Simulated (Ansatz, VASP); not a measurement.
## One calculation of TiN, two programs

```xyz
2
Lattice="0.0000 2.1190 2.1190 2.1190 0.0000 2.1190 2.1190 2.1190 0.0000" Properties=species:S:1:pos:R:3 pbc="T T T"
Ti    0.0000    0.0000    0.0000
N     2.1190    2.1190    2.1190
```

Alike in both runs: task single point; functional PBE; k mesh 5 × 5 × 5; no spin polarisation.

```csv
,VASP,Ansatz
version,VASP 6.6.1,Ansatz 0.2.0
potentials or method,"VASP PAW PBE potentials, release 64 (Ti_sv, N)","plane waves, PAW"
plane-wave cutoff (eV),600,420
occupations,"fermi-dirac, width 0.1 eV",fermi-dirac
valence electrons in the cell,17,17
```

Ansatz gave:

| Item | Value |
| --- | --- |
| pressure (GPa) | 2.0 |

Question: What did VASP give for the same quantities?

Answer: Pressure (GPa): 2.4.

The k mesh is coarse, so the values compare programs but aren't converged.
